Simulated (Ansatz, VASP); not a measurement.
**Be: VASP beside Ansatz**

Contents of INCAR:

```
SYSTEM = Be
PREC     = Accurate       ! precision mode
ENCUT    = 520            ! plane-wave cutoff, eV
EDIFF    = 1E-8           ! SCF threshold, eV
ISMEAR   = -1             ! smearing method
SIGMA    = 0.03           ! smearing width, eV
LREAL    = .False.        ! projectors in reciprocal space
LASPH    = .True.         ! aspherical terms in the spheres
NELM     = 60             ! most SCF steps
ALGO     = Normal         ! electronic algorithm
ISIF     = 2              ! what is computed and relaxed
LWAVE    = .False.        ! write WAVECAR
LCHARG   = .False.        ! write CHGCAR
GGA      = PS             ! functional
LEFG     = .True.       
NBANDS   = 7              ! bands
```

File KPOINTS:

```
Automatic mesh
0
Gamma
  23 23 23
  0 0 0
```

Contents of POSCAR:

```
Be
1.0
   -1.2275398764      1.2275398764      1.2275398764
    1.2275398764     -1.2275398764      1.2275398764
    1.2275398764      1.2275398764     -1.2275398764
Be
1
Direct
    0.0000000000      0.0000000000      0.0000000000
```

Input for Ansatz:

```yaml
crystal:
  lattice:
    - [-1.2275398764, 1.2275398764, 1.2275398764]
    - [1.2275398764, -1.2275398764, 1.2275398764]
    - [1.2275398764, 1.2275398764, -1.2275398764]
  atoms:
    - { symbol: Be, position: [0.0, 0.0, 0.0] }
kpoints:
  mp_grid: { grid: [23, 23, 23] }
scf:
  occupations: { method: fermi_dirac, width: 0.03 }
hamiltonian:
  xc: pbesol
  pseudopotentials: { kind: paw }
output:
  forces: true
  stress: true
  eigenvalues: true
  efg: { contact_densities: true }
```

Change from the starting cell: volume scaled by 0.94, PAW files.

Alike in both runs: task electric field gradients; functional PBEsol; k mesh 23 × 23 × 23; occupations fermi-dirac, width 0.03 eV; no spin polarisation.

|  | VASP | Ansatz |
| --- | --- | --- |
| version | VASP 6.6.1 | Ansatz 0.2.0 |
| potentials or method | VASP PAW PBE potentials, release 64 (Be) | PAW with Ansatz's default frozen-core files, scalar-relativistic |
| plane-wave cutoff (eV) | 520 | 420 |
| valence electrons in the cell | 2 | 2 |

Ansatz gave:

* pressure (GPa): 6.2

Q: Estimate VASP's values.

A: Pressure (GPa): 6.6.

VASP's potentials were made for PBE, not for PBEsol.
